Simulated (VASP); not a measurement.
**Al2Cu: single point with PBE**

Al2Cu:

```
Al Cu
1.0
    -2.87485    2.87485    2.31920
     2.87485   -2.87485    2.31920
     2.87485    2.87485   -2.31920
Al Cu
4 2
Direct
  0.15872 0.65872 0.81744
  0.65872 0.84128 0.50000
  0.84128 0.34128 0.18256
  0.34128 0.15872 0.50000
  0.75000 0.75000 0.00000
  0.25000 0.25000 0.00000
```

```
Program             : VASP 6.6.1
Task                : single point
Functional          : PBE
Potentials or basis : VASP PAW PBE potentials, release 64 (Al, Cu)
Cutoff              : 520 eV
k mesh              : 10 × 10 × 10
Occupations         : gaussian, width 0.15 eV
Spin                : no spin polarisation
```

```json
{"Pressure": "21.6 GPa", "Largest force": "0.134 eV/Å", "Band gap on the k mesh": "zero (bands 17 and 18 overlap by 4.78 eV)"}
```

Forces in eV/Å, atoms in the order of the input:
```
Al  -0.095 -0.095  0.000
Al   0.095 -0.095  0.000
Al   0.095  0.095  0.000
Al  -0.095  0.095  0.000
Cu   0.000  0.000  0.000
Cu   0.000  0.000  0.000
```

Stress tensor (GPa, compression positive):
```
21.48  0.00  0.00
 0.00 21.48  0.00
 0.00  0.00 21.75
```

Levels at points of the mesh, in eV from the Fermi level:
```csv
k point,band 13,band 14,band 15,band 16,band 17,band 18,band 19,band 20,band 21,band 22
"(0.00, 0.00, 0.00)",-3.35,-2.19,-1.67,-1.52,-1.52,-1.03,-0.15,0.21,1.85,1.85
"(0.50, 0.00, 0.00)",-3.48,-3.48,-2.88,-2.88,0.25,0.25,4.37,4.37,4.67,4.67
"(0.50, 0.50, 0.00)",-3.31,-3.18,-1.75,-1.57,-0.72,-0.70,0.94,1.52,4.77,4.91
"(0.50, 0.50, 0.50)",-3.78,-3.66,-3.66,-2.00,2.79,2.98,2.98,3.64,4.85,5.38
```

It took 2.1 min on 1 thread of Intel(R) Xeon(R) 6975P-C (Granite Rapids), with other jobs on the host, peak memory 0.31 GiB.

Caveat: the cell stands under pressure.
